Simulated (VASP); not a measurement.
# CoO (Fm-3m) in VASP: settings compared, part 2 of 2

VASP 6.6.1.

## Step 4: Single point, RPBE+D4+U, collinear spin, ferromagnetic start (10.09 Å³/atom)

This run uses another cell than the first one, of 10.09 Å³/atom.

Input file INCAR:

```
PREC = Accurate ; ENCUT = 520
EDIFF = 1E-7 ; ISMEAR = 0
SIGMA = 0.05 ; LREAL = F
LASPH = T ; NELM = 150
ALGO = Normal ; ISIF = 2
LWAVE = F ; LCHARG = F
ISPIN = 2 ; MAGMOM = 2.89 0.24
LORBIT = 11 ; LMAXMIX = 4
LDAU = T ; LDAUTYPE = 2
LDAUL = 2 -1 ; LDAUU = 3.3 0
LDAUJ = 0 0 ; LDAUPRINT = 1
GGA = RP ; IVDW = 13
NBANDS = 18
```

Input file KPOINTS:

```
regular mesh
0
Gamma
  10 10 10
```

Input file POSCAR:

```
CoO
1.0
    0.0000000000      2.1607314229      2.1607314229
    2.1607314229      0.0000000000      2.1607314229
    2.1607314229      2.1607314229      0.0000000000
Co O
1 1
Direct
    0.0000000000      0.0000000000      0.0000000000
    0.5000000000      0.5000000000      0.5000000000
```

Launch:

```sh
$ cat potpaw_PBE.64/Co/POTCAR potpaw_PBE.64/O/POTCAR > POTCAR
$ mpirun -np 1 vasp_std > vasp.out
```

Run time: 40 s. Hardware: 1 thread of Intel Xeon 8259CL, shared host; peak memory 0.17 GiB.

The run converged. Its results:

| Property | Result |
| --- | --- |
| Free energy | -11.6132 eV |
| Pressure | -9.1 GPa |
| Band gap on the k mesh | zero (filled and empty bands overlap) |
| Net moment | 3.00 μB per cell |
| Site moments | Co +2.74; O +0.25 μB |
| Valence electrons inside the program's atomic spheres | Co 7.72; O 4.99 |
| Dispersion energy per atom | -0.575 eV |

Levels at points of the mesh, in eV from the Fermi level:
Spin up:
| k point | band 6 | band 7 | band 8 | band 9 | band 10 | band 11 | band 12 | band 13 |
| --- | --- | --- | --- | --- | --- | --- | --- | --- |
| (0.00, 0.00, 0.00) | -4.10 | -2.22 | -2.22 | -2.22 | 1.44 | 17.42 | 17.54 | 17.54 |
| (0.50, 0.00, 0.00) | -3.55 | -2.65 | -0.22 | -0.22 | 5.65 | 9.61 | 13.78 | 13.78 |
| (0.50, 0.50, 0.00) | -3.39 | -3.39 | -3.28 | -3.28 | 6.18 | 10.31 | 11.35 | 15.97 |
Spin down:
```csv
k point,band 4,band 5,band 6,band 7,band 8,band 9
"(0.00, 0.00, 0.00)",-1.74,-1.04,-1.04,-1.04,1.93,1.95
"(0.50, 0.00, 0.00)",-3.43,-0.09,-0.09,0.19,4.13,4.14
"(0.50, 0.50, 0.00)",-2.94,-2.01,0.03,0.03,2.40,2.71
```

Eigenvalues of the final occupation matrices:
```tsv
site	spin	trace	eigenvalues
site 1 d	1	4.92	0.97 0.97 0.97 1.01 1.01
site 1 d	2	2.21	0.13 0.13 0.65 0.65 0.65
```

Caveat: the cell stands under tension; the PAW data sets were made with another functional, which shifts forces and pressure a little; a cell with one magnetic atom can't hold antiferromagnetic order, which such compounds often take. The state reached can hang on the start; a lower one may exist.

## Step 5: Single point, RPBE+D4+U, collinear spin, ferromagnetic start (10.17 Å³/atom)

This run uses another cell than the first one, of 10.17 Å³/atom.

Input file INCAR:

```
SYSTEM = CoO
PREC = Accurate
ENCUT = 520
EDIFF = 1E-6
ISMEAR = 0
SIGMA = 0.05
LREAL = .False.
LASPH = .True.
NELM = 150
ALGO = Normal
ISIF = 2
LWAVE = .False.
LCHARG = .True.
ISPIN = 2
MAGMOM = 2.89 0.23
LORBIT = 11
LMAXMIX = 4
LDAU = .True.
LDAUTYPE = 2
LDAUL = 2 -1
LDAUU = 3.3 0
LDAUJ = 0 0
LDAUPRINT = 1
GGA = RP
IVDW = 13
LELF = .True.
LVHAR = .True.
NBANDS = 18
```

Input file KPOINTS:

```
regular mesh
0
Gamma
  10 10 10
  0 0 0
```

Input file POSCAR:

```
CoO
1.0
    0.0000000000      2.1662403143      2.1662403143
    2.1662403143      0.0000000000      2.1662403143
    2.1662403143      2.1662403143      0.0000000000
Co O
1 1
Direct
    0.0000000000      0.0000000000      0.0000000000
    0.5000000000      0.5000000000      0.5000000000
```

Potentials or basis: VASP PAW PBE potentials, release 64 (Co, O).

Launch:

```sh
$ cat potpaw_PBE.64/Co/POTCAR potpaw_PBE.64/O/POTCAR > POTCAR
$ mpirun -np 1 vasp_std > vasp.out
```

OUTCAR:

```text
SYSTEM = CoO
   PREC = Accurate
   ENCUT = 520
   EDIFF = 1E-6
   ISMEAR = 0
   LREAL = .False.
   LASPH = .True.
   NELM = 150
   ISIF = 2
   ISPIN = 2
   LORBIT = 11
   GGA = RP
   IVDW = 13

 ion  position               nearest neighbor table
   1  0.000  0.000  0.000-   2 2.17   2 2.17   2 2.17   2 2.17   2 2.17   2 2.17
   2  0.500  0.500  0.500-   1 2.17   1 2.17   1 2.17   1 2.17   1 2.17   1 2.17

  LATTYP: Found a face centered cubic cell.
 ALAT       =     4.3324806286

  Lattice vectors:

 A1 = (   0.0000000000,   2.1662403143,   2.1662403143)
 A2 = (   2.1662403143,   0.0000000000,   2.1662403143)
 A3 = (   2.1662403143,   2.1662403143,   0.0000000000)

Analysis of symmetry for initial positions (statically):
=====================================================================
 Subroutine PRICEL returns:
 Original cell was already a primitive cell.

 Routine SETGRP: Setting up the symmetry group for a
 face centered cubic supercell.

 Subroutine GETGRP returns: Found 48 space group operations
 (whereof 48 operations were pure point group operations)
 out of a pool of 48 trial point group operations.

[... 1233 lines left out ...]

 [... further k-points ...]

------------------------ aborting loop because EDIFF is reached ----------------------------------------

  DFT-D4 for vdW energy calculation

  Edisp (eV):   -1.14394

  FORCE on cell =-STRESS in cart. coord.  units (eV):
  Direction    XX          YY          ZZ          XY          YZ          ZX
  --------------------------------------------------------------------------------------
  -------------------------------------------------------------------------------------
  Total      -1.28739    -1.28739    -1.28739    -0.00000     0.00000     0.00000
  in kB    -101.45408  -101.45408  -101.45408    -0.00000     0.00000     0.00000
  external pressure =     -101.45 kB  Pullay stress =        0.00 kB

 VOLUME and BASIS-vectors are now :
 -----------------------------------------------------------------------------
  energy-cutoff  :      520.00
  volume of cell :       20.33
      direct lattice vectors                 reciprocal lattice vectors
     0.000000000  2.166240314  2.166240314    -0.230814650  0.230814650  0.230814650
     2.166240314  0.000000000  2.166240314     0.230814650 -0.230814650  0.230814650
     2.166240314  2.166240314  0.000000000     0.230814650  0.230814650 -0.230814650

 POSITION                                       TOTAL-FORCE (eV/Angst)
 -----------------------------------------------------------------------------------
      0.00000      0.00000      0.00000         0.000000      0.000000      0.000000
      2.16624      2.16624      2.16624        -0.000000     -0.000000     -0.000000
 -----------------------------------------------------------------------------------
    total drift:                                0.000000     -0.000000     -0.000000

  FREE ENERGIE OF THE ION-ELECTRON SYSTEM (eV)
  ---------------------------------------------------
  free  energy   TOTEN  =       -11.6040719547 eV

  energy  without entropy=      -11.5968387793  energy(sigma->0) =      -11.60045537

 total charge

# of ion       s       p       d       tot
------------------------------------------
    1        0.282   0.327   7.105   7.714
    2        1.558   3.431   0.000   4.989
--------------------------------------------------
tot          1.840   3.758   7.105  12.703

 magnetization (x)

# of ion       s       p       d       tot
------------------------------------------
    1        0.021   0.016   2.702   2.739
    2        0.021   0.228   0.000   0.250
--------------------------------------------------
tot          0.042   0.244   2.702   2.989
```

stdout:

```text
POSCAR found type information on POSCAR CoO
 POSCAR found :  2 types and       2 ions
 scaLAPACK will be used
 -----------------------------------------------------------------------------
|                                                                             |
|                                                                             |
|     You enforced a specific xc type in the INCAR file but a different       |
|     I HOPE YOU KNOW WHAT YOU ARE DOING!                                     |
|                                                                             |
 -----------------------------------------------------------------------------

 LDA part: xc-table for (Slater+PW92), standard interpolation
 POSCAR, INCAR and KPOINTS ok, starting setup
 FFT: planning ... GRIDC
 FFT: planning ... GRID_SOFT
 FFT: planning ... GRID
 WAVECAR not read
 entering main loop
```

It took 51 s on 1 thread of Intel Xeon 8259CL, shared host; peak memory 0.17 GiB.

Results:

- Free energy: -11.6041 eV
- Pressure: -10.1 GPa
- Band gap on the k mesh: zero (filled and empty bands overlap)
- Net moment: 3.00 μB per cell
- Site moments: Co +2.74; O +0.25 μB
- Valence electrons inside the program's atomic spheres: Co 7.71; O 4.99
- Dispersion energy per atom: -0.572 eV

Levels at points of the mesh, in eV from the Fermi level:
Spin up:
```tsv
k point	band 5	band 6	band 7	band 8	band 9	band 10	band 11	band 12	band 13	band 14
(0.00, 0.00, 0.00)	-4.09	-4.09	-2.19	-2.19	-2.19	1.40	17.39	17.50	17.50	17.50
(0.50, 0.00, 0.00)	-3.54	-3.54	-2.65	-0.23	-0.23	5.63	9.54	13.74	13.74	19.87
(0.50, 0.50, 0.00)	-3.80	-3.35	-3.35	-3.28	-3.28	6.13	10.27	11.33	15.89	15.89
```
Spin down:
| k point | band 4 | band 5 | band 6 | band 7 | band 8 | band 9 |
| --- | --- | --- | --- | --- | --- | --- |
| (0.00, 0.00, 0.00) | -1.71 | -1.03 | -1.03 | -1.03 | 1.89 | 1.96 |
| (0.50, 0.00, 0.00) | -3.38 | -0.09 | -0.09 | 0.19 | 4.12 | 4.12 |
| (0.50, 0.50, 0.00) | -2.91 | -1.98 | 0.03 | 0.03 | 2.41 | 2.71 |

Eigenvalues of the final occupation matrices:
```
    site  spin  trace               eigenvalues
site 1 d     1   4.92  0.97 0.97 0.97 1.01 1.01
site 1 d     2   2.21  0.12 0.12 0.65 0.65 0.65
```

Caveat: the cell stands under tension; the PAW data sets were made with another functional, which shifts forces and pressure a little; a cell with one magnetic atom can't hold antiferromagnetic order, which such compounds often take. The state reached can hang on the start; a lower one may exist.

## Step 6: Overview

```csv
level,cell,smearing,gap on the mesh (eV),pressure (GPa),moment (μB)
PBE+D3(BJ)+U,"a = 3.014 Å, angles 60.0°, 2 atoms",tetrahedron,none,-6.2,3.00
RPBE+D4+U,"a = 3.035 Å, angles 60.0°, 2 atoms",gaussian 0.05 eV,none,-6.2,3.00
RPBE+D4+U,"a = 3.056 Å, angles 60.0°, 2 atoms",gaussian 0.05 eV,none,-9.1,3.00
RPBE+D4+U,"a = 3.064 Å, angles 60.0°, 2 atoms",gaussian 0.05 eV,none,-10.1,3.00
```

Alike in all rows: task single point; potentials or basis VASP PAW PBE potentials, release 64 (Co, O); spin collinear, ferromagnetic start; Co d U = 3.3 eV; k mesh 10 × 10 × 10; cutoff (eV) 520.

Caveats: the cell stands under tension; a cell with one magnetic atom can't hold antiferromagnetic order, which such compounds often take; the PAW data sets were made with another functional, which shifts forces and pressure a little (at least some runs).

Absolute energies hang on the potentials; compare differences alone.
